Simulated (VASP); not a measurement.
Write the native input for VASP 6.6.1 that does the following.

```
Task                   : single point
Functional             : LDA
Potentials or basis    : VASP PAW LDA potentials, release 64 (Rb_sv, Na_pv, Rh_pv, F)
Cutoff                 : 520 eV
k mesh                 : 5 × 5 × 5
Occupations            : gaussian, width 0.15 eV
Spin                   : no spin polarisation
Dipole correction      : no
Further INCAR settings : ALGO = Normal; EDIFF = 1e-06; NBANDS = 52
```

The structure of Rb2NaRhF6 lies in POSCAR:

```
Rb2NaRhF6
1.0
    0.0000000000      4.2460000000      4.2460000000
    4.2460000000      0.0000000000      4.2460000000
    4.2460000000      4.2460000000      0.0000000000
Rb Na Rh F
2 1 1 6
Direct
    0.2500000000      0.2500000000      0.2500000000
    0.7500000000      0.7500000000      0.7500000000
    0.5000000000      0.5000000000      0.5000000000
    0.0000000000      0.0000000000      0.0000000000
    0.7660000000      0.2340000000      0.2340000000
    0.2340000000      0.7660000000      0.2340000000
    0.2340000000      0.7660000000      0.7660000000
    0.7660000000      0.2340000000      0.7660000000
    0.2340000000      0.2340000000      0.7660000000
    0.7660000000      0.7660000000      0.2340000000
```

One way to write it, as run:

INCAR

```
ALGO = Normal
EDIFF = 1E-6
ENCUT = 520
ISIF = 2
ISMEAR = 0
LASPH = T
LCHARG = F
LREAL = F
LWAVE = F
NBANDS = 52
NELM = 60
PREC = Accurate
SIGMA = 0.15
```

KPOINTS

```
k-points
0
Gamma
  5 5 5
```

Potentials or basis: VASP PAW LDA potentials, release 64 (Rb_sv, Na_pv, Rh_pv, F).

Launch:

```sh
$ cat potpaw_LDA.64/Rb_sv/POTCAR potpaw_LDA.64/Na_pv/POTCAR potpaw_LDA.64/Rh_pv/POTCAR potpaw_LDA.64/F/POTCAR > POTCAR
$ mpirun -np 1 vasp_std > vasp.out
```

It gave:

| Item | Value |
| --- | --- |
| Pressure | -4.6 GPa |
| Largest force | 0.234 eV/Å |
| Band gap on the k mesh | 1.86 eV, direct |

Run time: 2.3 min on 1 thread of Intel(R) Xeon(R) Platinum 8488C (Sapphire Rapids), with other jobs on the host, peak memory 0.29 GiB.
